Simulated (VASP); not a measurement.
Write the native input for VASP 6.6.1 that does the following.

```yaml
Task: single point
Functional: LDA
Potentials_or_basis: VASP PAW LDA potentials, release 64 (Li_sv)
Cutoff: 520 eV
k_mesh: 14 × 14 × 14
Occupations: fermi-dirac, width 0.1 eV
Spin: no spin polarisation
Dipole_correction: no
Further_INCAR_settings: ALGO = Normal; EDIFF = 1e-06; NBANDS = 12
```

The structure of Li lies in POSCAR:

```
Li
1.0
    1.5198920255      0.8775100701      7.3956365543
   -1.5198920255      0.8775100701      7.3956365543
    0.0000000000     -1.7550201402      7.3956365543
Li
3
Direct
    0.0000000000      1.0000000000      0.0000000000
    0.2221244912      0.2221244912      0.2221244912
    0.7778755088      0.7778755088      0.7778755088
```

These files were run (other wordings do the same):

INCAR

```
PREC     = Accurate       # precision mode
ENCUT    = 520            # plane-wave cutoff, eV
EDIFF    = 1E-6           # SCF threshold, eV
ISMEAR   = -1             # smearing method
SIGMA    = 0.1            # smearing width, eV
LREAL    = F              # projectors in reciprocal space
LASPH    = T              # aspherical terms in the spheres
NELM     = 80             # most SCF steps
ALGO     = Normal         # electronic algorithm
ISIF     = 2              # what is computed and relaxed
LWAVE    = F              # write WAVECAR
LCHARG   = T              # write CHGCAR
LELF     = T              # ELF
LVHAR    = T            
NBANDS   = 12             # bands
```

KPOINTS

```
regular mesh
0
Gamma
  14 14 14
```

Potentials or basis: VASP PAW LDA potentials, release 64 (Li_sv).

The run is started by

```console
$ cat potpaw_LDA.64/Li_sv/POTCAR > POTCAR
$ mpirun -np 1 vasp_std > vasp.out
```

Results of the run:

The largest force is 0.005 eV/Å and the band gap on the k mesh is zero (an odd number of electrons rules out a gap without spin polarisation).

Wall time 8.9 min on 1 thread of AMD EPYC 9R45 (Zen 5), with other jobs on the host, peak memory 0.39 GiB.
